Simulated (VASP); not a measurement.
# Os in VASP: notebook, part 2 of 2

VASP 6.6.1. Earlier steps stand in the parts before.

## (3) Electric field gradients, PBE (z stretched by +1 % at fixed volume)

Contents of INCAR:

```
SYSTEM = Os
  PREC = Accurate
  ENCUT = 520
  EDIFF = 1E-8
  ISMEAR = -1
  SIGMA = 0.03
  LREAL = .False.
  LASPH = .True.
  NELM = 120
  ALGO = Normal
  ISIF = 2
  LWAVE = .False.
  LCHARG = .False.
  GGA = PE
  LEFG = .True.
  NBANDS = 10
  GGA_COMPAT = .False.
```

Contents of KPOINTS:

```
Automatic mesh
0
Gamma
  14 14 14
  0 0 0
```

Contents of POSCAR:

```
Os
1.0
    0.0000000000      1.9353473349      1.9644500000
    1.9353473349      0.0000000000      1.9644500000
    1.9353473349      1.9353473349      0.0000000000
Os
1
Direct
    0.0000000000      0.0000000000      0.0000000000
```

Potentials or basis: VASP PAW PBE potentials, release 64 (Os).

On the command line:

```console
$ cat potpaw_PBE.64/Os/POTCAR > POTCAR
$ mpirun -np 1 vasp_std > vasp.out
```

OUTCAR:

```text
SYSTEM = Os
   PREC = Accurate
   ENCUT = 520
   EDIFF = 1E-8
   ISMEAR = -1
   LREAL = .False.
   LASPH = .True.
   NELM = 120
   ISIF = 2
   GGA = PE

 ion  position               nearest neighbor table
   1  0.000  0.000  0.000-

  LATTYP: Found a body centered tetragonal cell.
 ALAT       =     2.7369944489
 C/A-ratio  =     1.4354797108

  Lattice vectors:

 A1 = (  -1.9353473349,   0.0000000000,   1.9644500000)
 A2 = (   1.9353473349,   0.0000000000,   1.9644500000)
 A3 = (   0.0000000000,   1.9353473349,  -1.9644500000)

Analysis of symmetry for initial positions (statically):
=====================================================================
 Subroutine PRICEL returns:
 Original cell was already a primitive cell.

 Routine SETGRP: Setting up the symmetry group for a
 body centered tetragonal supercell.

 Subroutine GETGRP returns: Found 16 space group operations
 (whereof 16 operations were pure point group operations)
 out of a pool of 16 trial point group operations.
[... 493 lines left out ...]
 -----------------------------------------------------------------------------
  energy-cutoff  :      520.00
  volume of cell :       14.72
      direct lattice vectors                 reciprocal lattice vectors
     0.000000000  1.935347335  1.964450000    -0.258351558  0.258351558  0.254524167
     1.935347335  0.000000000  1.964450000     0.258351558 -0.258351558  0.254524167
     1.935347335  1.935347335  0.000000000     0.258351558  0.258351558 -0.254524167

 POSITION                                       TOTAL-FORCE (eV/Angst)
 -----------------------------------------------------------------------------------
      0.00000      0.00000      0.00000         0.000000     -0.000000      0.000000
 -----------------------------------------------------------------------------------
    total drift:                                0.000000      0.000000     -0.000000

  FREE ENERGIE OF THE ION-ELECTRON SYSTEM (eV)
  ---------------------------------------------------
  free  energy   TOTEN  =       -11.0911369997 eV

  energy  without entropy=      -11.0867118930  energy(sigma->0) =      -11.08892445

 Electric field gradients (V/A^2)
---------------------------------------------------------------------
 ion       V_xx      V_yy      V_zz      V_xy      V_xz      V_yz
---------------------------------------------------------------------
   1      -0.897    -0.897     1.793    -0.000     0.000     0.000
---------------------------------------------------------------------

 Electric field gradients after diagonalization (V/A^2)
 (convention: |V_zz| > |V_xx| > |V_yy|)
----------------------------------------------------------------------
 ion       V_xx      V_yy      V_zz     asymmetry (V_yy - V_xx)/ V_zz
----------------------------------------------------------------------
   1      -0.897    -0.897     1.793       0.000
----------------------------------------------------------------------

           NMR quadrupolar parameters

 Cq : quadrupolar parameter    Cq=e*Q*V_zz/h
 eta: asymmetry parameters     (V_yy - V_xx)/ V_zz
 Q  : nuclear electric quadrupole moment in mb (millibarn)
----------------------------------------------------------------------
 ion       Cq(MHz)       eta       Q (mb)
----------------------------------------------------------------------
   1       0.004       0.000       1.000
----------------------------------------------------------------------
```

stdout:

```text
POSCAR found type information on POSCAR Os
 POSCAR found :  1 types and       1 ions
 scaLAPACK will be used
 LDA part: xc-table for (Slater+PW92), standard interpolation
 POSCAR, INCAR and KPOINTS ok, starting setup
 FFT: planning ... GRIDC
 FFT: planning ... GRID_SOFT
 FFT: planning ... GRID
 WAVECAR not read
 entering main loop
ion   1
```

It took 17 s on 1 thread of Intel Xeon Platinum 8375C at 2.90GHz (Ice Lake), shared host; peak memory 0.16 GiB.

What came out:

```
Free energy                             : -11.0911 eV
Pressure                                : -9.7 GPa
Band gap on the k mesh                  : zero (bands 4 and 5 overlap by 3.59 eV)
Largest electric field gradient by atom : Os +1.8 V/Å²
```

Stress tensor (GPa, compression positive):
```
 -8.45   0.00   0.00
  0.00  -8.45   0.00
  0.00   0.00 -12.20
```

Electric field gradients, principal values (V/Å²):
```
atom   least  middle  greatest (by size)
1 Os  -0.897  -0.897               1.793
```

Caveat: the cell differs from its parent crystal (z stretched by +1 % at fixed volume); the cell stands under tension; without QUAD_EFG the Cq values of the log hold for a quadrupole moment of 1 mb, not for the nuclei; spin-orbit coupling is left out, which moves the levels of the heavy elements.

## (4) Electric field gradients, PBE (13.84 Å³/atom)

This run uses another cell than the first one, of 13.84 Å³/atom.

Contents of INCAR:

```
  ALGO = Normal
  EDIFF = 1E-8
  ENCUT = 520
  GGA = PE
  GGA_COMPAT = False
  ISIF = 2
  ISMEAR = -1
  LASPH = True
  LCHARG = False
  LEFG = True
  LREAL = False
  LWAVE = False
  NBANDS = 10
  NELM = 120
  PREC = Accurate
  SIGMA = 0.03
```

Contents of KPOINTS:

```
k-points
0
Gamma
  14 14 14
```

Contents of POSCAR:

```
Os
1.0
    0.0000000000      1.9056327398      1.9056327398
    1.9056327398      0.0000000000      1.9056327398
    1.9056327398      1.9056327398      0.0000000000
Os
1
Direct
    0.0000000000      0.0000000000      0.0000000000
```

Potentials or basis: VASP PAW PBE potentials, release 64 (Os).

On the command line:

```console
$ cat potpaw_PBE.64/Os/POTCAR > POTCAR
$ mpirun -np 1 vasp_std > vasp.out
```

OUTCAR:

```text
EDIFF = 1E-8
   ENCUT = 520
   GGA = PE
   ISIF = 2
   ISMEAR = -1
   LASPH = True
   LREAL = False
   NELM = 120
   PREC = Accurate

 ion  position               nearest neighbor table
   1  0.000  0.000  0.000-

  LATTYP: Found a face centered cubic cell.
 ALAT       =     3.8112654796

  Lattice vectors:

 A1 = (   0.0000000000,   1.9056327398,   1.9056327398)
 A2 = (   1.9056327398,   0.0000000000,   1.9056327398)
 A3 = (   1.9056327398,   1.9056327398,   0.0000000000)

Analysis of symmetry for initial positions (statically):
=====================================================================
 Subroutine PRICEL returns:
 Original cell was already a primitive cell.

 Routine SETGRP: Setting up the symmetry group for a
 face centered cubic supercell.

[... 491 lines left out ...]
  in kB      153.4727047    153.4727047    153.4727047     -0.0000000      0.0000000      0.0000000
  external PRESSURE =     153.4727047 kB  Pullay stress =       0.0000000 kB

 VOLUME and BASIS-vectors are now :
 -----------------------------------------------------------------------------
  energy-cutoff  :      520.00
  volume of cell :       13.84
      direct lattice vectors                 reciprocal lattice vectors
     0.000000000  1.905632740  1.905632740    -0.262380043  0.262380043  0.262380043
     1.905632740  0.000000000  1.905632740     0.262380043 -0.262380043  0.262380043
     1.905632740  1.905632740  0.000000000     0.262380043  0.262380043 -0.262380043

 POSITION                                       TOTAL-FORCE (eV/Angst)
 -----------------------------------------------------------------------------------
      0.00000      0.00000      0.00000         0.000000      0.000000     -0.000000
 -----------------------------------------------------------------------------------
    total drift:                               -0.000000     -0.000000     -0.000000

  FREE ENERGIE OF THE ION-ELECTRON SYSTEM (eV)
  ---------------------------------------------------
  free  energy   TOTEN  =       -11.0808286647 eV

  energy  without entropy=      -11.0763573745  energy(sigma->0) =      -11.07859302

 Electric field gradients (V/A^2)
---------------------------------------------------------------------
 ion       V_xx      V_yy      V_zz      V_xy      V_xz      V_yz
---------------------------------------------------------------------
   1      -0.000    -0.000     0.000    -0.000    -0.000    -0.000
---------------------------------------------------------------------

 Electric field gradients after diagonalization (V/A^2)
 (convention: |V_zz| > |V_xx| > |V_yy|)
----------------------------------------------------------------------
 ion       V_xx      V_yy      V_zz     asymmetry (V_yy - V_xx)/ V_zz
----------------------------------------------------------------------
   1       0.000     0.000    -0.000       0.000
----------------------------------------------------------------------

           NMR quadrupolar parameters

 Cq : quadrupolar parameter    Cq=e*Q*V_zz/h
 eta: asymmetry parameters     (V_yy - V_xx)/ V_zz
 Q  : nuclear electric quadrupole moment in mb (millibarn)
----------------------------------------------------------------------
 ion       Cq(MHz)       eta       Q (mb)
----------------------------------------------------------------------
   1      -0.000       0.000       1.000
----------------------------------------------------------------------
```

Wall time 18 s (1 thread of AMD EPYC 7R43 (Zen 3), shared host); peak memory 0.1 GiB.

What came out:

* Free energy: -11.0808 eV
* Pressure: 15.3 GPa
* Band gap on the k mesh: zero (bands 4 and 5 overlap by 3.83 eV)
* Largest electric field gradient by atom: under 0.05 V/Å² on every atom

Caveat: the cell stands under pressure; spin-orbit coupling is left out, which moves the levels of the heavy elements.

## (5) Summary

| cell | gap on the mesh (eV) | pressure (GPa) |
| --- | --- | --- |
| a = 2.765, b = 2.765, c = 2.724 Å, angles 60.5, 60.5, 59.0°, 1 atom | none | -9.6 |
| a = 2.758, b = 2.758, c = 2.737 Å, angles 60.2, 60.2, 59.5°, 1 atom | none | -9.7 |
| a = 2.695 Å, angles 60.0°, 1 atom | none | 15.3 |

Alike in all rows: task electric field gradients; level PBE; potentials or basis VASP PAW PBE potentials, release 64 (Os); no spin polarisation; k mesh 14 × 14 × 14; cutoff (eV) 520; smearing fermi-dirac 0.03 eV.

Caveats: spin-orbit coupling is left out, which moves the levels of the heavy elements; the stress differs along the axes, from -15 to -7 GPa (at least some runs); the cell stands under tension (at least some runs); the cell stands under pressure (at least some runs).

Total energies depend on the potentials used, so only differences within one code and one set of settings carry meaning.
